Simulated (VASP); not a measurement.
# GaN in VASP: notebook

The runs below take GaN through single point, with PBE, r2SCAN, HSE06.

All numbers are computed with VASP 6.6.1; they aren't measurements. Logs are shortened: lines on timing, memory, paths and dates and some standing lists are left out, and cuts for length are marked.

### Step 1. The cell of the first run

Symmetry: F-43m, No. 216, cubic system. The conventional cell has a = 4.269 Å, b = 4.269 Å, c = 4.269 Å, α = 90.00°, β = 90.00°, γ = 90.00°. Within 2.5 Å of Ga (site symmetry -43m) lie 4 N at 1.85 Å. Within 2.5 Å of N (site symmetry -43m) lie 4 Ga at 1.85 Å.

### Step 2. Single point, PBE (strain -5.1%)

File INCAR:

```
ALGO = Normal
EDIFF = 1E-7
ENCUT = 520
GGA = PE
ISIF = 2
ISMEAR = -1
LASPH = True
LCHARG = True
LELF = True
LREAL = False
LVHAR = True
LWAVE = False
NBANDS = 16
NELM = 80
PREC = Accurate
SIGMA = 0.02
```

File KPOINTS:

```
k-points
0
Gamma
  10 10 10
```

File POSCAR:

```
GaN
1.0
    0.0000000000      2.1344808572      2.1344808572
    2.1344808572      0.0000000000      2.1344808572
    2.1344808572      2.1344808572      0.0000000000
Ga N
1 1
Direct
    0.0000000000      0.0000000000      0.0000000000
    0.2500000000      0.2500000000      0.2500000000
```

Potentials or basis: VASP PAW PBE potentials, release 64 (Ga_d, N).

Command:

```
$ cat potpaw_PBE.64/Ga_d/POTCAR potpaw_PBE.64/N/POTCAR > POTCAR
$ mpirun -np 1 vasp_std > vasp.out
```

OUTCAR:

```text
EDIFF = 1E-7
   ENCUT = 520
   GGA = PE
   ISIF = 2
   ISMEAR = -1
   LASPH = True
   LREAL = False
   NELM = 80
   PREC = Accurate

 ion  position               nearest neighbor table
   1  0.000  0.000  0.000-   2 1.85   2 1.85   2 1.85   2 1.85
   2  0.250  0.250  0.250-   1 1.85   1 1.85   1 1.85   1 1.85

  LATTYP: Found a face centered cubic cell.
 ALAT       =     4.2689617144

  Lattice vectors:

 A1 = (   0.0000000000,   2.1344808572,   2.1344808572)
 A2 = (   2.1344808572,   0.0000000000,   2.1344808572)
 A3 = (   2.1344808572,   2.1344808572,   0.0000000000)

Analysis of symmetry for initial positions (statically):
=====================================================================
 Subroutine PRICEL returns:
 Original cell was already a primitive cell.

 Routine SETGRP: Setting up the symmetry group for a
 face centered cubic supercell.

 Subroutine GETGRP returns: Found 24 space group operations
 (whereof 24 operations were pure point group operations)
 out of a pool of 48 trial point group operations.

The static configuration has the point symmetry T_d .

Analysis of symmetry for dynamics (positions and initial velocities):
=====================================================================
 Subroutine PRICEL returns:
 Original cell was already a primitive cell.

 Routine SETGRP: Setting up the symmetry group for a
 face centered cubic supercell.

 Subroutine GETGRP returns: Found 24 space group operations
 (whereof 24 operations were pure point group operations)
 out of a pool of 48 trial point group operations.

The dynamic configuration has the point symmetry T_d .

 Subroutine INISYM returns: Found 24 space group operations
 (whereof 24 operations are pure point group operations),
 and found     1 'primitive' translations

----------------------------------------------------------------------------------------

                                     Primitive cell

  volume of cell :      19.4494

  direct lattice vectors                    reciprocal lattice vectors
     0.000000000  2.134480857  2.134480857    -0.234248997  0.234248997  0.234248997
     2.134480857  0.000000000  2.134480857     0.234248997 -0.234248997  0.234248997
     2.134480857  2.134480857  0.000000000     0.234248997  0.234248997 -0.234248997

  length of vectors
     3.018611777  3.018611777  3.018611777     0.405731164  0.405731164  0.405731164

  position of ions in fractional coordinates (direct lattice)
     0.000000000  0.000000000  0.000000000
     0.250000000  0.250000000  0.250000000

  ion indices of the primitive-cell ions
   primitive index   ion index
                 1           1
                 2           2

----------------------------------------------------------------------------------------

 KPOINTS: k-points

Automatic generation of k-mesh.
 Grid dimensions read from file:
 generate k-points for:   10   10   10

 Generating k-lattice:

  Cartesian coordinates                     Fractional coordinates (reciprocal lattice)
    -0.023424900  0.023424900  0.023424900     0.100000000  0.000000000  0.000000000
     0.023424900 -0.023424900  0.023424900     0.000000000  0.100000000  0.000000000
     0.023424900  0.023424900 -0.023424900     0.000000000  0.000000000  0.100000000

  Length of vectors
     0.040573116  0.040573116  0.040573116

  Shift w.r.t. Gamma in fractional coordinates (k-lattice)
     0.000000000  0.000000000  0.000000000

 Subroutine IBZKPT returns following result:
 ===========================================

 Found     47 irreducible k-points:

 Following reciprocal coordinates:
            Coordinates               Weight
  0.000000  0.000000  0.000000      1.000000
  0.100000  0.000000  0.000000      8.000000
  0.200000  0.000000  0.000000      8.000000
  0.300000  0.000000  0.000000      8.000000
  0.400000  0.000000  0.000000      8.000000
  0.500000  0.000000  0.000000      4.000000
[... 16 lines left out ...]
  0.300000  0.300000  0.000000      6.000000
  0.400000  0.300000  0.000000     24.000000
 [... further k-points ...]
   k-points           NKPTS =     47   k-points in BZ     NKDIM =     47   number of bands    NBANDS=     16
   number of dos      NEDOS =    301   number of ions     NIONS =      2
   total plane-waves  NPLWV =  13824
   dimension x,y,z NGX =    24 NGY =   24 NGZ =   24
   dimension x,y,z NGXF=    48 NGYF=   48 NGZF=   48
   ions per type =               1   1
   NGX,Y,Z   is equivalent  to a cutoff of  13.22, 13.22, 13.22 a.u.
   NGXF,Y,Z  is equivalent  to a cutoff of  26.44, 26.44, 26.44 a.u.
 SYSTEM =  unknown system
   PREC   = accura    normal or accurate (medium, high low for compatibility)
   ISTART =      0    job   : 0-new  1-cont  2-samecut
   ICHARG =      2    charge: 1-file 2-atom 10-const
   ISPIN  =      1    spin polarized calculation?
   LNONCOLLINEAR =      F non collinear calculations
   LSORBIT =      F    spin-orbit coupling
   LASPH  =      T    aspherical Exc in radial PAW
   ENCUT  =  520.0 eV  38.22 Ry    6.18 a.u.   5.61  5.61  5.61*2*pi/ulx,y,z
   NELM   =     80;   NELMIN=  2; NELMDL= -5     # of ELM steps
   EDIFF  = 0.1E-06   stopping-criterion for ELM
   LREAL  =      F    real-space projection
   EDIFFG = 0.1E-05   stopping-criterion for IOM
   NSW    =      0    number of steps for IOM
   IBRION =     -1    ionic relax: 0-MD 1-quasi-New 2-CG
   NFREE  =      0    steps in history (QN), initial steepest desc. (CG)
   ISIF   =      2    stress and relaxation
   ISYM   =      2    0-nonsym 1-usesym 2-fastsym
   POTIM  = 0.5000    time-step for ionic-motion
   TEBEG  =    0.0;   TEEND  =   0.0 temperature during run
   PSTRESS=    0.0 pullay stress
   NELECT =      18.0000    total number of electrons
   NUPDOWN=      -1.0000    fix difference up-down
   EMIN   =  10.00;   EMAX   =-10.00  energy-range for DOS
   EFERMI =   0.00;   METHOD = LEGACY
   ISMEAR =    -1;   SIGMA  =   0.02  broadening in eV -4-tet -1-fermi 0-gaus
   EFERMI_NEDOS =   21; number of points for ismear=-14 and -15
   IALGO  =     38    algorithm
   IMIX   =      4    mixing-type and parameters
     AMIX     =   0.40;   BMIX     =  1.00
     AMIX_MAG =   1.60;   BMIX_MAG =  1.00
  volume/ion in A,a.u.               =       9.72        65.63
  Fermi-wavevector in a.u.,A,eV,Ry     =   1.595377  3.014826 34.629938  2.545229
  Thomas-Fermi vector in A             =   2.693305
   LORBIT       =      0    0 simple, 1 ext, 2 COOP (PROOUT), +10 PAW based schemes
   GGA     = PE    functional components
   LHFCALC =     F    Hartree Fock is set to
   AEXX    =    0.0000 exact exchange contribution
   IVDW    =     0    specifies the selected vdW correction
   LEPSILON=     F    determine dielectric tensor
   LRPA    =     F    only Hartree local field effects (RPA)
 non-spin polarized calculation
  energy-cutoff  :      520.00
  volume of cell :       19.45
 maximum number of plane-waves:       544
   NGX = 11   NGY = 11   NGZ = 11

 number of electron      18.0000005 magnetization

 Free energy of the ion-electron system (eV)
  ---------------------------------------------------
  ext. energy  EPLUGINS =         0.00000000
  ---------------------------------------------------
  free energy    TOTEN  =       -11.62059832 eV

  energy without entropy =      -11.62059832  energy(sigma->0) =      -11.62059832

 E-fermi :   7.6949     XC(G=0): -12.5663

 val. band max:        7.2262238505   @ k =   0.0000   0.0000   0.0000
 cond. band min:       9.9975893794   @ k =   0.0000   0.0000   0.0000
 fundamental gap:      2.7713655289
 Fermi energy:         7.6948926503

 k-point     1 :       0.0000    0.0000    0.0000
  band No.  band energies     occupation
      1     -10.2511      2.00000
      2      -6.4804      2.00000
      3      -6.4804      2.00000
      4      -6.4804      2.00000
      5      -5.9551      2.00000
      6      -5.9551      2.00000
[... 8 lines left out ...]
     15      27.3392      0.00000
     16      27.3392      0.00000

 k-point     2 :       0.1000    0.0000    0.0000
  band No.  band energies     occupation
      1     -10.1048      2.00000
      2      -6.4589      2.00000
      3      -6.4589      2.00000
      4      -6.4525      2.00000
      5      -5.9576      2.00000
      6      -5.9576      2.00000
[... 8 lines left out ...]
     15      25.9216      0.00000
     16      26.0655      0.00000

 k-point     3 :       0.2000    0.0000    0.0000
  band No.  band energies     occupation
      1      -9.7165      2.00000
      2      -6.4089      2.00000
      3      -6.4089      2.00000
      4      -6.3176      2.00000
      5      -5.9568      2.00000
      6      -5.9568      2.00000
[... 8 lines left out ...]
     15      25.1054      0.00000
     16      25.1054      0.00000

 k-point     4 :       0.3000    0.0000    0.0000
  band No.  band energies     occupation
      1      -9.2496      2.00000
      2      -6.3640      2.00000
      3      -6.3640      2.00000
      4      -5.9362      2.00000
      5      -5.9362      2.00000
      6      -5.9312      2.00000
[... 8 lines left out ...]
     15      25.8111      0.00000
     16      25.8111      0.00000
[... 324 lines left out ...]
 k-point    22 :      -0.2000    0.2000    0.0000
  band No.  band energies     occupation
      1      -9.1025      2.00000
      2      -6.3430      2.00000
      3      -6.3147      2.00000
      4      -6.0543      2.00000
      5      -5.9940      2.00000
      6      -5.6542      2.00000
[... 8 lines left out ...]
     15      26.3890      0.00000
     16      29.8119      0.00000

 k-point    23 :       0.3000    0.3000    0.0000
  band No.  band energies     occupation
      1      -8.9584      2.00000
      2      -6.3343      2.00000
      3      -6.1784      2.00000
      4      -6.1784      2.00000
      5      -5.8767      2.00000
      6      -5.6923      2.00000
[... 8 lines left out ...]
     15      30.8825      0.00000
     16      32.4820      0.00000

 k-point    24 :       0.4000    0.3000    0.0000
  band No.  band energies     occupation
      1      -8.7267      2.00000
      2      -6.3342      2.00000
      3      -6.1250      2.00000
      4      -6.1207      2.00000
      5      -5.8610      2.00000
      6      -5.2144      2.00000
[... 8 lines left out ...]
     15      31.4630      0.00000
     16      32.2618      0.00000

 [... further k-points ...]

------------------------ aborting loop because EDIFF is reached ----------------------------------------

  FORCE on cell =-STRESS in cart. coord.  units (eV):
  Direction    XX          YY          ZZ          XY          YZ          ZX
  --------------------------------------------------------------------------------------
  -------------------------------------------------------------------------------------
  Total        5.9789696      5.9789696      5.9789696     -0.0000000      0.0000000     -0.0000000
  in kB      492.5271061    492.5271061    492.5271061     -0.0000000      0.0000000     -0.0000000
  external PRESSURE =     492.5271061 kB  Pullay stress =       0.0000000 kB

 VOLUME and BASIS-vectors are now :
 -----------------------------------------------------------------------------
  energy-cutoff  :      520.00
  volume of cell :       19.45
      direct lattice vectors                 reciprocal lattice vectors
     0.000000000  2.134480857  2.134480857    -0.234248997  0.234248997  0.234248997
     2.134480857  0.000000000  2.134480857     0.234248997 -0.234248997  0.234248997
     2.134480857  2.134480857  0.000000000     0.234248997  0.234248997 -0.234248997

 POSITION                                       TOTAL-FORCE (eV/Angst)
 -----------------------------------------------------------------------------------
      0.00000      0.00000      0.00000         0.000000     -0.000000     -0.000000
      1.06724      1.06724      1.06724        -0.000000      0.000000      0.000000
 -----------------------------------------------------------------------------------
    total drift:                                0.000003      0.000003      0.000003

  FREE ENERGIE OF THE ION-ELECTRON SYSTEM (eV)
  ---------------------------------------------------
  free  energy   TOTEN  =       -11.6205983174 eV

  energy  without entropy=      -11.6205983174  energy(sigma->0) =      -11.62059832
```

Run time: 21 s. Hardware: 1 thread of Intel Xeon 8259CL, shared host; peak memory 0.14 GiB.

Results:

| Property | Result |
| --- | --- |
| Free energy | -11.6206 eV |
| Pressure | 49.3 GPa |
| Band gap on the k mesh | 2.77 eV |

Caveat: the cell differs from its parent crystal (strain -5.1%); the cell stands under pressure.

### Step 3. Single point, r2SCAN (epitaxial xy strain -2.9%)

File POSCAR:

```
GaN
1.0
    0.0000000000      2.1844076036      2.3157145100
    2.1844076036      0.0000000000      2.3157145100
    2.1844076036      2.1844076036      0.0000000000
Ga N
1 1
Direct
    0.0000000000      0.0000000000      0.0000000000
    0.2500000000      0.2500000000      0.2500000000
```

File INCAR.step1:

```
SYSTEM = GaN
PREC     = Accurate       ! precision mode
ENCUT    = 520            ! plane-wave cutoff, eV
ISMEAR   = 0              ! smearing method
SIGMA    = 0.01           ! smearing width, eV
LREAL    = .False.        ! projectors in reciprocal space
LASPH    = .True.         ! aspherical terms in the spheres
NELM     = 60             ! most SCF steps
NBANDS   = 16             ! bands
GGA      = PE             ! functional
ALGO     = Normal         ! electronic algorithm
EDIFF    = 1E-4           ! SCF threshold, eV
LWAVE    = .True.         ! write WAVECAR
LCHARG   = .False.        ! write CHGCAR
```

File INCAR.step2:

```
SYSTEM = GaN
PREC     = Accurate       ! precision mode
ENCUT    = 520            ! plane-wave cutoff, eV
EDIFF    = 1E-7           ! SCF threshold, eV
ISMEAR   = 0              ! smearing method
SIGMA    = 0.01           ! smearing width, eV
LREAL    = .False.        ! projectors in reciprocal space
LASPH    = .True.         ! aspherical terms in the spheres
NELM     = 60             ! most SCF steps
ALGO     = Normal         ! electronic algorithm
ISIF     = 2              ! what is computed and relaxed
LWAVE    = .False.        ! write WAVECAR
LCHARG   = .True.         ! write CHGCAR
METAGGA  = R2SCAN         ! meta-GGA
LMIXTAU  = .True.       
LELF     = .True.         ! ELF
LVHAR    = .True.       
NBANDS   = 16             ! bands
ISTART   = 1
```

File KPOINTS:

```
regular mesh
0
Gamma
  10 10 10
  0 0 0
```

Potentials or basis: VASP PAW PBE potentials, release 64 (Ga_d, N).

Command:

```
$ cat potpaw_PBE.64/Ga_d/POTCAR potpaw_PBE.64/N/POTCAR > POTCAR
$ cp INCAR.step1 INCAR
$ mpirun -np 1 vasp_std > vasp.out
$ cp INCAR.step2 INCAR
$ mpirun -np 1 vasp_std > vasp.out
```

It took 2.4 min on 1 thread of Intel Xeon 8259CL, shared host; peak memory 0.17 GiB.

The run converged. Its results:

```
Free energy            : -21.8573 eV
Pressure               : 7.0 GPa
Band gap on the k mesh : 2.24 eV
```

Stress tensor (GPa, compression positive):
```
9.82 0.00 0.00
0.00 9.82 0.00
0.00 0.00 1.32
```

Levels at points of the mesh, in eV from the valence-band top:
```tsv
k point	band 7	band 8	band 9	band 10	band 11	band 12
(0.00, 0.00, 0.00)	-0.31	0.00	0.00	2.24	11.10	11.10
(0.50, 0.00, 0.00)	-7.49	-1.38	-0.90	5.21	9.54	10.77
(0.50, 0.50, 0.00)	-6.90	-2.69	-2.69	3.98	8.01	12.16
(0.50, 0.00, 0.50)	-6.24	-3.17	-3.13	3.56	7.03	13.03
```

Caveat: the cell differs from its parent crystal (epitaxial xy strain -2.9%); the cell stands under pressure; the PAW data sets were made with another functional, which shifts forces and pressure a little.

[end of part 1 of 2]
